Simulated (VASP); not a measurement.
# C (P1) in VASP: single point with r2SCAN

Aim: the single point of C with r2SCAN.

Everything below comes from runs of VASP 6.6.1. Logs are shortened: lines on timing, memory, paths and dates and some standing lists are left out, and cuts for length are marked.

## Step 1: The cell of the first run

The typed cell holds 8 atoms: a = 3.274 Å, b = 3.733 Å, c = 3.434 Å, α = 95.31°, β = 85.46°, γ = 91.10°.

## Step 2: Single point, r2SCAN (atoms moved at random and the cell strained at random)

POSCAR reads:

```
C
1.0
    3.2711235477      0.0304378279     -0.1320891858
   -0.0304378279     -3.7297116288      0.1653012882
    0.1320891858      0.1653012882     -3.4274606862
C
8
Direct
    0.5448433092      0.0118957554     -0.0100201444
   -0.0052207165      0.5105536721      0.0083293805
    0.0002210498     -0.0306152249      0.5028477254
    0.4905879056      0.5060412581      0.4893955027
    0.7301269670      0.7438529208      0.7706943076
    0.2389482471      0.2360156125      0.7329072288
    0.2297803046      0.7562090778      0.2432669561
    0.7707129332      0.2660469282      0.2625790433
```

INCAR.step1 reads:

```
ALGO     = Normal         # electronic algorithm
EDIFF    = 1E-4           # SCF threshold, eV
ENCUT    = 520            # plane-wave cutoff, eV
GGA      = PE             # functional
ISMEAR   = 0              # smearing method
LASPH    = T              # aspherical terms in the spheres
LCHARG   = F              # write CHGCAR
LREAL    = F              # projectors in reciprocal space
LWAVE    = T              # write WAVECAR
NBANDS   = 26             # bands
NELM     = 60             # most SCF steps
PREC     = Accurate       # precision mode
SIGMA    = 0.05           # smearing width, eV
```

INCAR.step2 reads:

```
ALGO     = Normal         # electronic algorithm
EDIFF    = 1E-6           # SCF threshold, eV
ENCUT    = 520            # plane-wave cutoff, eV
ISIF     = 2              # what is computed and relaxed
ISMEAR   = 0              # smearing method
ISTART   = 1            
LASPH    = T              # aspherical terms in the spheres
LCHARG   = T              # write CHGCAR
LELF     = T              # ELF
LMIXTAU  = T            
LREAL    = F              # projectors in reciprocal space
LVHAR    = T            
LWAVE    = F              # write WAVECAR
METAGGA  = R2SCAN         # meta-GGA
NBANDS   = 26             # bands
NELM     = 60             # most SCF steps
PREC     = Accurate       # precision mode
SIGMA    = 0.05           # smearing width, eV
```

KPOINTS reads:

```
k-points
0
Gamma
  6 6 6
```

Potentials or basis: VASP PAW PBE potentials, release 64 (C).

On the command line:

```bash
$ cat potpaw_PBE.64/C/POTCAR > POTCAR
$ cp INCAR.step1 INCAR
$ mpirun -np 1 vasp_std > vasp.out
$ cp INCAR.step2 INCAR
$ mpirun -np 1 vasp_std > vasp.out
```

OUTCAR:

```text
EDIFF = 1E-6
   ENCUT = 520
   ISIF = 2
   ISMEAR = 0
   ISTART = 1
   LASPH = T
   LREAL = F
   METAGGA = R2SCAN
   NELM = 60
   PREC = Accurate

 ion  position               nearest neighbor table
   1  0.545  0.012  0.990-   5 1.32   8 1.50   7 1.64   6 1.67
   2  0.995  0.511  0.008-   7 1.42   8 1.47   6 1.52   5 1.56
   3  0.000  0.969  0.503-   7 1.33   6 1.47   5 1.52   8 1.66
   4  0.491  0.506  0.489-   8 1.43   5 1.51   6 1.55   7 1.61
   5  0.730  0.744  0.771-   1 1.32   4 1.51   3 1.52   2 1.56
   6  0.239  0.236  0.733-   3 1.47   2 1.52   4 1.55   1 1.67
   7  0.230  0.756  0.243-   3 1.33   2 1.42   4 1.61   1 1.64
   8  0.771  0.266  0.263-   4 1.43   2 1.47   1 1.50   3 1.66

  LATTYP: Found a triclinic cell.
 ALAT       =     3.2739308604
 B/A-ratio  =     2.6536502205
 C/A-ratio  =     3.0646860997
 COS(alpha) =     0.0001142685
 COS(beta)  =     0.5912664115
 COS(gamma) =     0.7932227559

  Lattice vectors:

 A1 = (   3.2711235477,   0.0304378279,  -0.1320891858)
 A2 = (   6.7047741091,   3.9558885728,  -3.8569403460)
 A3 = (   6.2476308959,  -3.9994385494,   6.7560442890)

Analysis of symmetry for initial positions (statically):
=====================================================================
 Subroutine PRICEL returns:
 Original cell was already a primitive cell.

 Routine SETGRP: Setting up the symmetry group for a
 triclinic supercell.

 Subroutine GETGRP returns: Found  1 space group operations
 (whereof  1 operations were pure point group operations)
 out of a pool of  2 trial point group operations.

The static configuration has the point symmetry C_1 .

Analysis of symmetry for dynamics (positions and initial velocities):
=====================================================================
 Subroutine PRICEL returns:
 Original cell was already a primitive cell.

 Routine SETGRP: Setting up the symmetry group for a
 triclinic supercell.

 Subroutine GETGRP returns: Found  1 space group operations
 (whereof  1 operations were pure point group operations)
 out of a pool of  2 trial point group operations.

The dynamic configuration has the point symmetry C_1 .

 Subroutine INISYM returns: Found  1 space group operations
 (whereof  1 operations are pure point group operations),
 and found     1 'primitive' translations

----------------------------------------------------------------------------------------

                                     Primitive cell

  volume of cell :      41.6599

  direct lattice vectors                    reciprocal lattice vectors
     3.271123548  0.030437828 -0.132089186     0.306196430 -0.001980080  0.011704854
    -0.030437828 -3.729711629  0.165301288     0.001980080 -0.268704374 -0.012882900
     0.132089186  0.165301288 -3.427460686    -0.011704854 -0.012882900 -0.292833598

  length of vectors
     3.273930860  3.733496995  3.433985851     0.306426465  0.269020316  0.293350454

  position of ions in fractional coordinates (direct lattice)
     0.544843309  0.011895755  0.989979856
     0.994779284  0.510553672  0.008329381
     0.000221050  0.969384775  0.502847725
     0.490587906  0.506041258  0.489395503
     0.730126967  0.743852921  0.770694308
     0.238948247  0.236015612  0.732907229
     0.229780305  0.756209078  0.243266956
     0.770712933  0.266046928  0.262579043

  ion indices of the primitive-cell ions
   primitive index   ion index
                 1           1
                 2           2
                 3           3
                 4           4
                 5           5
                 6           6
                 7           7
                 8           8

----------------------------------------------------------------------------------------

 KPOINTS: k-points

Automatic generation of k-mesh.
 Grid dimensions read from file:
 generate k-points for:    6    6    6

 Generating k-lattice:

  Cartesian coordinates                     Fractional coordinates (reciprocal lattice)
     0.051032738 -0.000330013  0.001950809     0.166666667 -0.000000000  0.000000000
     0.000330013 -0.044784062 -0.002147150    -0.000000000  0.166666667 -0.000000000
    -0.001950809 -0.002147150 -0.048805600     0.000000000 -0.000000000  0.166666667

  Length of vectors
     0.051071077  0.044836719  0.048891742

  Shift w.r.t. Gamma in fractional coordinates (k-lattice)
     0.000000000  0.000000000  0.000000000

 Subroutine IBZKPT returns following result:
 ===========================================

 Found    112 irreducible k-points:

 Following reciprocal coordinates:
            Coordinates               Weight
  0.000000  0.000000  0.000000      1.000000
  0.166667  0.000000  0.000000      2.000000
  0.333333  0.000000  0.000000      2.000000
  0.500000  0.000000  0.000000      1.000000
  0.000000  0.166667  0.000000      2.000000
  0.166667  0.166667  0.000000      2.000000
[... 16 lines left out ...]
  0.333333  0.000000  0.166667      2.000000
  0.500000  0.000000  0.166667      2.000000
 [... further k-points ...]
   k-points           NKPTS =    112   k-points in BZ     NKDIM =    112   number of bands    NBANDS=     26
   number of dos      NEDOS =    301   number of ions     NIONS =      8
   total plane-waves  NPLWV =  18816
   dimension x,y,z NGX =    24 NGY =   28 NGZ =   28
   dimension x,y,z NGXF=    48 NGYF=   56 NGZF=   56
   ions per type =               8
   NGX,Y,Z   is equivalent  to a cutoff of  12.19, 12.47, 13.56 a.u.
   NGXF,Y,Z  is equivalent  to a cutoff of  24.37, 24.94, 27.11 a.u.
 SYSTEM =  unknown system
   PREC   = accura    normal or accurate (medium, high low for compatibility)
   ISTART =      1    job   : 0-new  1-cont  2-samecut
   ICHARG =      0    charge: 1-file 2-atom 10-const
   ISPIN  =      1    spin polarized calculation?
   LNONCOLLINEAR =      F non collinear calculations
   LSORBIT =      F    spin-orbit coupling
   LASPH  =      T    aspherical Exc in radial PAW
   ENCUT  =  520.0 eV  38.22 Ry    6.18 a.u.   6.09  6.94  6.38*2*pi/ulx,y,z
   NELM   =     60;   NELMIN=  2; NELMDL=  0     # of ELM steps
   EDIFF  = 0.1E-05   stopping-criterion for ELM
   LREAL  =      F    real-space projection
[... 7 lines left out ...]
   TEBEG  =    0.0;   TEEND  =   0.0 temperature during run
   PSTRESS=    0.0 pullay stress
   NELECT =      32.0000    total number of electrons
   NUPDOWN=      -1.0000    fix difference up-down
   EMIN   =  10.00;   EMAX   =-10.00  energy-range for DOS
   EFERMI =   0.00;   METHOD = LEGACY
   ISMEAR =     0;   SIGMA  =   0.05  broadening in eV -4-tet -1-fermi 0-gaus
   EFERMI_NEDOS =   21; number of points for ismear=-14 and -15
   IALGO  =     38    algorithm
   IMIX   =      4    mixing-type and parameters
     AMIX     =   0.40;   BMIX     =  1.00
     AMIX_MAG =   1.60;   BMIX_MAG =  1.00
  volume/ion in A,a.u.               =       5.21        35.14
  Fermi-wavevector in a.u.,A,eV,Ry     =   1.499289  2.833246 30.584098  2.247868
  Thomas-Fermi vector in A             =   2.610938
   LORBIT       =      0    0 simple, 1 ext, 2 COOP (PROOUT), +10 PAW based schemes
   METAGGA = R2SCAN    functional components
   LHFCALC =     F    Hartree Fock is set to
   AEXX    =    0.0000 exact exchange contribution
   IVDW    =     0    specifies the selected vdW correction
   LEPSILON=     F    determine dielectric tensor
   LRPA    =     F    only Hartree local field effects (RPA)
 non-spin polarized calculation
 Gauss-broadening in eV      SIGMA  =   0.05
  energy-cutoff  :      520.00
  volume of cell :       41.66
 maximum number of plane-waves:      1137
   NGX = 13   NGY = 13   NGZ = 13

 number of electron      32.0000002 magnetization

 Free energy of the ion-electron system (eV)
  ---------------------------------------------------
  ext. energy  EPLUGINS =         0.00000000
  ---------------------------------------------------
  free energy    TOTEN  =       -73.52487945 eV

  energy without entropy =      -73.52487945  energy(sigma->0) =      -73.52487945

 E-fermi :  12.2824     XC(G=0): -14.7396

 val. band max:       12.0311655669   @ k =   0.0000   0.0000   0.0000
 cond. band min:      13.1841666088   @ k =   0.0000   0.0000   0.0000
 fundamental gap:      1.1530010419
 Fermi energy:        12.2824140252

 k-point     1 :       0.0000    0.0000    0.0000
  band No.  band energies     occupation
      1     -13.0550      2.00000
      2      -5.1169      2.00000
      3      -4.2758      2.00000
      4      -3.8310      2.00000
      5      -3.0164      2.00000
      6      -2.3794      2.00000
[... 18 lines left out ...]
     25      20.7662      0.00000
     26      26.3359      0.00000

 k-point     2 :       0.1667    0.0000    0.0000
  band No.  band energies     occupation
      1     -12.7409      2.00000
      2      -5.5615      2.00000
      3      -4.9198      2.00000
      4      -3.9615      2.00000
      5      -3.2995      2.00000
      6      -2.3978      2.00000
[... 18 lines left out ...]
     25      21.6718      0.00000
     26      26.0768      0.00000

 k-point     3 :       0.3333    0.0000    0.0000
  band No.  band energies     occupation
      1     -11.8126      2.00000
      2      -8.0658      2.00000
      3      -4.4296      2.00000
      4      -3.3810      2.00000
      5      -3.1094      2.00000
      6      -1.7898      2.00000
[... 18 lines left out ...]
     25      23.9376      0.00000
     26      24.6355      0.00000

 k-point     4 :       0.5000    0.0000    0.0000
  band No.  band energies     occupation
      1     -10.6029      2.00000
      2      -9.8331      2.00000
      3      -4.0821      2.00000
      4      -3.2993      2.00000
      5      -2.4959      2.00000
      6      -1.7467      2.00000
[... 18 lines left out ...]
     25      23.3968      0.00000
     26      23.7145      0.00000
[... 496 lines left out ...]
      1     -12.5025      2.00000
      2      -5.8678      2.00000
      3      -5.0250      2.00000
      4      -4.5065      2.00000
      5      -3.4394      2.00000
      6      -0.8866      2.00000
[... 18 lines left out ...]
     25      21.6133      0.00000
     26      25.6771      0.00000

 k-point    23 :       0.3333    0.0000    0.1667
  band No.  band energies     occupation
      1     -11.6275      2.00000
      2      -7.6247      2.00000
      3      -5.0105      2.00000
      4      -4.2744      2.00000
      5      -2.6467      2.00000
      6      -1.3421      2.00000
[... 18 lines left out ...]
     25      23.1738      0.00000
     26      24.6970      0.00000

 k-point    24 :       0.5000    0.0000    0.1667
  band No.  band energies     occupation
      1     -10.3576      2.00000
      2      -9.5290      2.00000
      3      -5.1656      2.00000
      4      -3.4325      2.00000
      5      -2.3316      2.00000
      6      -1.3286      2.00000
[... 18 lines left out ...]
     25      23.3812      0.00000
     26      23.8766      0.00000

 [... further k-points ...]

------------------------ aborting loop because EDIFF is reached ----------------------------------------

  FORCE on cell =-STRESS in cart. coord.  units (eV):
  Direction    XX          YY          ZZ          XY          YZ          ZX
  --------------------------------------------------------------------------------------
  -------------------------------------------------------------------------------------
  Total       29.7881899     -4.0830935     22.5406120      0.5586445     17.2154372     16.8615845
  in kB     1145.6088987   -157.0296239    866.8779743     21.4846240    662.0797749    648.4711308
  external PRESSURE =     618.4857497 kB  Pullay stress =       0.0000000 kB

 VOLUME and BASIS-vectors are now :
 -----------------------------------------------------------------------------
  energy-cutoff  :      520.00
  volume of cell :       41.66
      direct lattice vectors                 reciprocal lattice vectors
     3.271123548  0.030437828 -0.132089186     0.306196430 -0.001980080  0.011704854
    -0.030437828 -3.729711629  0.165301288     0.001980080 -0.268704374 -0.012882900
     0.132089186  0.165301288 -3.427460686    -0.011704854 -0.012882900 -0.292833598

 POSITION                                       TOTAL-FORCE (eV/Angst)
 -----------------------------------------------------------------------------------
      1.91265      0.13586     -3.46312        -8.878627     -2.942953     -4.269379
      3.23961     -1.87256     -0.07555         0.597057      2.838563      2.442057
      0.03764     -3.53240     -1.56328        -2.139695     -5.505720     -2.358131
      1.65401     -1.79156     -1.65854        -1.582119      1.231810     -2.323468
      2.46749     -2.62474     -2.61501         4.284308      2.868808      4.964591
      0.87125     -0.75185     -2.50456         2.748208     -2.381092     -1.829085
      0.76076     -2.77324     -0.73914         6.730219      1.604783      1.582822
      2.54768     -0.92541     -0.95780        -1.759351      2.285801      1.790593
 -----------------------------------------------------------------------------------
    total drift:                                0.000007      0.000017      0.000087

  FREE ENERGIE OF THE ION-ELECTRON SYSTEM (eV)
  ---------------------------------------------------
  free  energy   TOTEN  =       -73.5248794452 eV

  energy  without entropy=      -73.5248794452  energy(sigma->0) =      -73.52487945
```

Run time: 4.5 min. Hardware: 1 thread of Intel Xeon Platinum 8259CL at 2.50GHz (Skylake/Cascade Lake), shared host; peak memory 0.2 GiB.

Results:

- Free energy: -73.5249 eV
- Pressure: 61.8 GPa
- Largest force: 10.282 eV/Å
- Band gap on the k mesh: 1.15 eV

Forces on the atoms (eV/Å):
```
C   -8.879 -2.943 -4.269
C    0.597  2.839  2.442
C   -2.140 -5.506 -2.358
C   -1.582  1.232 -2.323
C    4.284  2.869  4.965
C    2.748 -2.381 -1.829
C    6.730  1.605  1.583
C   -1.759  2.286  1.791
```

Stress tensor (GPa, compression positive):
```
114.56   2.15  64.85
  2.15 -15.70  66.21
 64.85  66.21  86.69
```

Levels at points of the mesh, in eV from the valence-band top:
| k point | band 12 | band 13 | band 14 | band 15 | band 16 | band 17 | band 18 | band 19 | band 20 | band 21 |
| --- | --- | --- | --- | --- | --- | --- | --- | --- | --- | --- |
| (0.00, 0.00, 0.00) | -7.75 | -5.84 | -2.75 | -0.67 | 0.00 | 1.15 | 2.50 | 3.07 | 3.86 | 4.30 |
| (0.50, 0.00, 0.00) | -6.77 | -6.13 | -5.73 | -5.09 | -4.63 | 2.45 | 2.91 | 9.09 | 9.22 | 9.84 |
| (0.00, 0.50, 0.00) | -7.72 | -6.12 | -4.93 | -3.80 | -3.30 | 4.60 | 4.75 | 6.61 | 7.33 | 8.30 |
| (0.50, 0.50, 0.00) | -8.83 | -5.04 | -4.57 | -4.39 | -4.09 | 4.96 | 5.92 | 6.55 | 7.07 | 8.98 |
| (0.00, 0.00, 0.50) | -6.84 | -5.46 | -5.39 | -4.94 | -4.70 | 3.27 | 3.67 | 6.95 | 7.98 | 8.95 |
| (0.50, 0.00, 0.50) | -10.03 | -4.19 | -2.89 | -2.56 | -2.27 | 6.66 | 7.21 | 7.54 | 8.19 | 9.23 |
| (0.00, 0.50, 0.50) | -7.92 | -5.86 | -5.58 | -5.27 | -4.65 | 4.77 | 5.85 | 6.49 | 6.98 | 7.51 |
| (0.50, 0.50, 0.50) | -4.93 | -4.33 | -2.74 | -2.14 | -1.45 | 3.30 | 5.21 | 6.02 | 6.33 | 6.85 |

Caveat: the cell differs from its parent crystal (atoms moved at random and the cell strained at random); the cell stands under pressure; the PAW data sets were made with another functional, which shifts forces and pressure a little. A k mesh can miss the band edges.
